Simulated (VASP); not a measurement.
# Re (P6_3/mmc) in VASP: a series of runs

The runs below take Re through single point, with LDA, PBEsol.

Everything below comes from runs of VASP 6.6.1. Logs are shortened: lines on timing, memory, paths and dates and some standing lists are left out, and cuts for length are marked.

### 1 The cell of the first run

It takes space group P6_3/mmc (No. 194, hexagonal). The conventional cell has a = 2.748 Å, b = 2.748 Å, c = 8.879 Å, α = 90.00°, β = 90.00°, γ = 120.00°. Within 3.6 Å of Re (site symmetry -6m2) lie 12 Re at 2.73 to 2.75 Å. Within 3.6 Å of Re (site symmetry -3m) lie 12 Re at 2.73 to 2.75 Å.

### 2 Single point, LDA

File INCAR:

```
SYSTEM = Re
PREC = Accurate ; ENCUT = 500
EDIFF = 1E-6 ; ISMEAR = -1
SIGMA = 0.05 ; LREAL = .False.
LASPH = .True. ; NELM = 120
ALGO = Normal ; ISIF = 2
LWAVE = .False. ; LCHARG = .False.
NBANDS = 38 ; GGA_COMPAT = .False.
```

File KPOINTS:

```
regular mesh
0
Gamma
  11 11 3
  0 0 0
```

File POSCAR:

```
Re
1.0
    2.7478204761      0.0000000000      0.0000000000
   -1.3739102380      2.3796823373      0.0000000000
    0.0000000000      0.0000000000      8.8788511029
Re
4
Direct
    0.6666666667      0.3333333333      0.7500000000
    0.0000000000      0.0000000000      0.5000000000
    0.3333333333      0.6666666667      0.2500000000
    0.0000000000      0.0000000000      0.0000000000
```

Potentials or basis: VASP PAW LDA potentials, release 64 (Re_sv_GW).

The run is started by

```
$ cat potpaw_LDA.64/Re_sv_GW/POTCAR > POTCAR
$ mpirun -np 1 vasp_std > vasp.out
```

OUTCAR:

```text
SYSTEM = Re
   PREC = Accurate
   ENCUT = 500
   EDIFF = 1E-6
   ISMEAR = -1
   LREAL = .False.
   LASPH = .True.
   NELM = 120
   ISIF = 2

 ion  position               nearest neighbor table
   1  0.667  0.333  0.750-   2 2.73   4 2.73   2 2.73   4 2.73   2 2.73   4 2.73
   2  0.000  0.000  0.500-   1 2.73   3 2.73   3 2.73   1 2.73   1 2.73   3 2.73
   3  0.333  0.667  0.250-   2 2.73   4 2.73   2 2.73   4 2.73   2 2.73   4 2.73
   4  0.000  0.000  0.000-   1 2.73   3 2.73   3 2.73   1 2.73   1 2.73   3 2.73

  LATTYP: Found a hexagonal cell.
 ALAT       =     2.7478204761
 C/A-ratio  =     3.2312340563

  Lattice vectors:

 A1 = (   2.7478204761,   0.0000000000,   0.0000000000)
 A2 = (  -1.3739102380,   2.3796823373,   0.0000000000)
 A3 = (   0.0000000000,   0.0000000000,   8.8788511029)

Analysis of symmetry for initial positions (statically):
=====================================================================
 Subroutine PRICEL returns:
 Original cell was already a primitive cell.

 Routine SETGRP: Setting up the symmetry group for a
 hexagonal supercell.

 Subroutine GETGRP returns: Found 24 space group operations
 (whereof 12 operations were pure point group operations)
 out of a pool of 24 trial point group operations.

The static configuration has the point symmetry D_3d.
 The point group associated with its full space group is D_6h.

Analysis of symmetry for dynamics (positions and initial velocities):
=====================================================================
 Subroutine PRICEL returns:
 Original cell was already a primitive cell.

 Routine SETGRP: Setting up the symmetry group for a
 hexagonal supercell.

 Subroutine GETGRP returns: Found 24 space group operations
 (whereof 12 operations were pure point group operations)
 out of a pool of 24 trial point group operations.

The dynamic configuration has the point symmetry D_3d.
 The point group associated with its full space group is D_6h.

 Subroutine INISYM returns: Found 24 space group operations
 (whereof 12 operations are pure point group operations),
 and found     1 'primitive' translations

----------------------------------------------------------------------------------------

                                     Primitive cell

  volume of cell :      58.0583

  direct lattice vectors                    reciprocal lattice vectors
[... 90 lines left out ...]
   NELM   =    120;   NELMIN=  2; NELMDL= -5     # of ELM steps
   EDIFF  = 0.1E-05   stopping-criterion for ELM
   LREAL  =      F    real-space projection
   EDIFFG = 0.1E-04   stopping-criterion for IOM
   NSW    =      0    number of steps for IOM
   IBRION =     -1    ionic relax: 0-MD 1-quasi-New 2-CG
   NFREE  =      0    steps in history (QN), initial steepest desc. (CG)
   ISIF   =      2    stress and relaxation
   ISYM   =      2    0-nonsym 1-usesym 2-fastsym
   POTIM  = 0.5000    time-step for ionic-motion
   TEBEG  =    0.0;   TEEND  =   0.0 temperature during run
   PSTRESS=    0.0 pullay stress
   NELECT =      60.0000    total number of electrons
   NUPDOWN=      -1.0000    fix difference up-down
   EMIN   =  10.00;   EMAX   =-10.00  energy-range for DOS
   EFERMI =   0.00;   METHOD = LEGACY
   ISMEAR =    -1;   SIGMA  =   0.05  broadening in eV -4-tet -1-fermi 0-gaus
   EFERMI_NEDOS =   21; number of points for ismear=-14 and -15
   IALGO  =     38    algorithm
   IMIX   =      4    mixing-type and parameters
     AMIX     =   0.40;   BMIX     =  1.00
     AMIX_MAG =   1.60;   BMIX_MAG =  1.00
  volume/ion in A,a.u.               =      14.51        97.95
  Fermi-wavevector in a.u.,A,eV,Ry     =   1.655149  3.127779 37.273428  2.739520
  Thomas-Fermi vector in A             =   2.743295
   LORBIT       =      0    0 simple, 1 ext, 2 COOP (PROOUT), +10 PAW based schemes
   GGA     = CA    functional components
   LHFCALC =     F    Hartree Fock is set to
   AEXX    =    0.0000 exact exchange contribution
   IVDW    =     0    specifies the selected vdW correction
   LEPSILON=     F    determine dielectric tensor
   LRPA    =     F    only Hartree local field effects (RPA)
 non-spin polarized calculation
  energy-cutoff  :      500.00
  volume of cell :       58.06
 maximum number of plane-waves:      1499
 NGX is ok and might be reduce to    20
   NGX =  9   NGY =  9   NGZ = 33

 number of electron      59.9999998 magnetization

 Free energy of the ion-electron system (eV)
  ---------------------------------------------------
  ext. energy  EPLUGINS =         0.00000000
  ---------------------------------------------------
  free energy    TOTEN  =       -61.50551518 eV

  energy without entropy =      -61.48127521  energy(sigma->0) =      -61.49339519

 E-fermi :  13.1132     XC(G=0): -14.5021

 val. band max:       13.0968691616   @ k =   0.3636   0.2727   0.3333
 cond. band min:      13.1147155219   @ k =   0.3636   0.0909   0.3333
 fundamental gap:      0.0178463603
 Fermi energy:        13.1131783260

 k-point     1 :       0.0000    0.0000    0.0000
  band No.  band energies     occupation
      1     -66.4069      2.00000
      2     -66.3558      2.00000
      3     -66.3205      2.00000
      4     -66.2687      2.00000
      5     -29.1703      2.00000
      6     -28.5756      2.00000
[... 973 lines left out ...]
     37      16.1886      0.00000
     38      16.9058      0.00000

 [... further k-points ...]

------------------------ aborting loop because EDIFF is reached ----------------------------------------

  FORCE on cell =-STRESS in cart. coord.  units (eV):
  Direction    XX          YY          ZZ          XY          YZ          ZX
  --------------------------------------------------------------------------------------
  -------------------------------------------------------------------------------------
  Total       -2.2003727     -2.2003727     -2.3324982     -0.0000000      0.0000000     -0.0000000
  in kB      -60.7215300    -60.7215300    -64.3676695     -0.0000000      0.0000000     -0.0000000
  external PRESSURE =     -61.9369098 kB  Pullay stress =       0.0000000 kB

 VOLUME and BASIS-vectors are now :
 -----------------------------------------------------------------------------
  energy-cutoff  :      500.00
  volume of cell :       58.06
      direct lattice vectors                 reciprocal lattice vectors
     2.747820476  0.000000000  0.000000000     0.363924794  0.210112078  0.000000000
    -1.373910238  2.379682337  0.000000000     0.000000000  0.420224155  0.000000000
     0.000000000  0.000000000  8.878851103     0.000000000  0.000000000  0.112627184

 POSITION                                       TOTAL-FORCE (eV/Angst)
 -----------------------------------------------------------------------------------
      1.37391      0.79323      6.65914         0.000000     -0.000000      0.000000
      0.00000      0.00000      4.43943         0.000000      0.000000     -0.000000
     -0.00000      1.58645      2.21971        -0.000000      0.000000     -0.000000
      0.00000      0.00000      0.00000         0.000000      0.000000     -0.000000
 -----------------------------------------------------------------------------------
    total drift:                                0.000000     -0.000000      0.000000

  FREE ENERGIE OF THE ION-ELECTRON SYSTEM (eV)
  ---------------------------------------------------
  free  energy   TOTEN  =       -61.5055151773 eV

  energy  without entropy=      -61.4812752112  energy(sigma->0) =      -61.49339519
```

stdout:

```text
POSCAR found type information on POSCAR Re
 POSCAR found :  1 types and       4 ions
 scaLAPACK will be used
 LDA part: xc-table for (Slater(with rela. corr.)+CA(PZ))
 , standard interpolation
 POSCAR, INCAR and KPOINTS ok, starting setup
 FFT: planning ... GRIDC
 FFT: planning ... GRID_SOFT
 FFT: planning ... GRID
 WAVECAR not read
 entering main loop
```

It took 38 s on 1 thread of AMD EPYC 9R45 (Zen 5), shared host; peak memory 0.15 GiB.

Results:

- Free energy: -61.5055 eV
- Pressure: -6.2 GPa
- Band gap on the k mesh: zero (bands 30 and 31 overlap by 2.54 eV)

Caveat: the cell stands under tension; spin-orbit coupling is left out, which moves the levels of the heavy elements.

### 3 Single point, PBEsol, non-collinear spin, zero start, spin-orbit coupling

This run uses another cell than the first one, of 14.81 Å³/atom.

File INCAR:

```
SYSTEM = Re
PREC = Accurate
ENCUT = 520
EDIFF = 1E-6
ISMEAR = -1
SIGMA = 0.05
LREAL = .FALSE.
LASPH = .TRUE.
NELM = 150
ALGO = Normal
ISIF = 2
LWAVE = .FALSE.
LCHARG = .FALSE.
MAGMOM = 0 0 0 0 0 0 0 0 0 0 0 0
LORBIT = 11
LSORBIT = .TRUE.
GGA_COMPAT = .FALSE.
LORBMOM = .TRUE.
LMAXMIX = 4
GGA = PS
NBANDS = 42
```

File KPOINTS:

```
regular mesh
0
G
  11 11 3
  0 0 0
```

File POSCAR:

```
Re
1.0
    2.7663873939      0.0000000000      0.0000000000
   -1.3831936969      2.3957617598      0.0000000000
    0.0000000000      0.0000000000      8.9388451600
Re
4
Direct
    0.6666666667      0.3333333333      0.7500000000
    0.0000000000      0.0000000000      0.5000000000
    0.3333333333      0.6666666667      0.2500000000
    0.0000000000      0.0000000000      0.0000000000
```

Potentials or basis: VASP PAW PBE potentials, release 64 (Re).

The run is started by

```
$ cat potpaw_PBE.64/Re/POTCAR > POTCAR
$ mpirun -np 1 vasp_ncl > vasp.out
```

It took 9.2 min on 1 thread of Intel Xeon Platinum 8259CL at 2.50GHz (Skylake/Cascade Lake), shared host; peak memory 0.41 GiB.

It converged, with:

```
Free energy                                           : -54.7565 eV
Pressure                                              : -6.1 GPa
Net moment                                            : 0.00 μB per cell
Valence electrons inside the program's atomic spheres : Re 6.11, 6.14 (each value once)
```

Stress tensor (GPa, compression positive):
```
-5.88  0.00  0.00
 0.00 -5.88  0.00
 0.00  0.00 -6.53
```

Moments on the atoms (μB; x, y, z):
```
Re  0.00 0.00 0.00
Re  0.00 0.00 0.00
Re  0.00 0.00 0.00
Re  0.00 0.00 0.00
```

Caveat: the cell stands under tension; the PAW data sets were made with another functional, which shifts forces and pressure a little.

### 4 Single point, LDA

This run uses another cell than the first one, of 14.22 Å³/atom.

File INCAR:

```
SYSTEM = Re
PREC = Accurate
ENCUT = 500
EDIFF = 1E-6
ISMEAR = -1
SIGMA = 0.05
LREAL = .FALSE.
LASPH = .TRUE.
NELM = 120
ALGO = Normal
ISIF = 2
LWAVE = .FALSE.
LCHARG = .FALSE.
NBANDS = 38
GGA_COMPAT = .FALSE.
```

File KPOINTS:

```
Automatic mesh
0
G
  11 11 3
  0 0 0
```

File POSCAR:

```
Re
1.0
    2.7289991972      0.0000000000      0.0000000000
   -1.3644995986      2.3633826317      0.0000000000
    0.0000000000      0.0000000000      8.8180351457
Re
4
Direct
    0.6666666667      0.3333333333      0.7500000000
    0.0000000000      0.0000000000      0.5000000000
    0.3333333333      0.6666666667      0.2500000000
    0.0000000000      0.0000000000      0.0000000000
```

Potentials or basis: VASP PAW LDA potentials, release 64 (Re_sv_GW).

The run is started by

```
$ cat potpaw_LDA.64/Re_sv_GW/POTCAR > POTCAR
$ mpirun -np 1 vasp_std > vasp.out
```

Wall time 27 s (1 thread of Intel Xeon 6975P-C (Granite Rapids), shared host); peak memory 0.17 GiB.

The run converged. Its results:

```
Free energy            : -61.5039 eV
Pressure               : 2.1 GPa
Band gap on the k mesh : zero (bands 30 and 31 overlap by 2.64 eV)
```

Stress tensor (GPa, compression positive):
```
2.23 0.00 0.00
0.00 2.23 0.00
0.00 0.00 1.72
```

Levels at points of the mesh, in eV from the Fermi level:
| k point | band 28 | band 29 | band 30 | band 31 | band 32 | band 33 |
| --- | --- | --- | --- | --- | --- | --- |
| (0.00, 0.00, 0.00) | -1.32 | -1.32 | -1.20 | -1.20 | 0.63 | 0.63 |

Caveat: spin-orbit coupling is left out, which moves the levels of the heavy elements.

### 5 The runs side by side

| level | potentials or basis | spin | cell | cutoff (eV) | gap on the mesh (eV) | pressure (GPa) |
| --- | --- | --- | --- | --- | --- | --- |
| LDA | VASP PAW LDA potentials, release 64 (Re_sv_GW) | off | a = 2.748, b = 2.748, c = 8.879 Å, angles 90.0, 90.0, 120.0°, 4 atoms | 500 | none | -6.2 |
| PBEsol | VASP PAW PBE potentials, release 64 (Re) | non-collinear, zero start, SOC | a = 2.766, b = 2.766, c = 8.939 Å, angles 90.0, 90.0, 120.0°, 4 atoms | 520 | - | -6.1 |
| LDA | VASP PAW LDA potentials, release 64 (Re_sv_GW) | off | a = 2.729, b = 2.729, c = 8.818 Å, angles 90.0, 90.0, 120.0°, 4 atoms | 500 | none | 2.1 |

Alike in all rows: task single point; k mesh 11 × 11 × 3; smearing fermi-dirac 0.05 eV.

Caveats: the cell stands under tension (at least some runs); spin-orbit coupling is left out, which moves the levels of the heavy elements (at least some runs); the PAW data sets were made with another functional, which shifts forces and pressure a little (at least some runs).

Absolute energies hang on the potentials; compare differences alone.
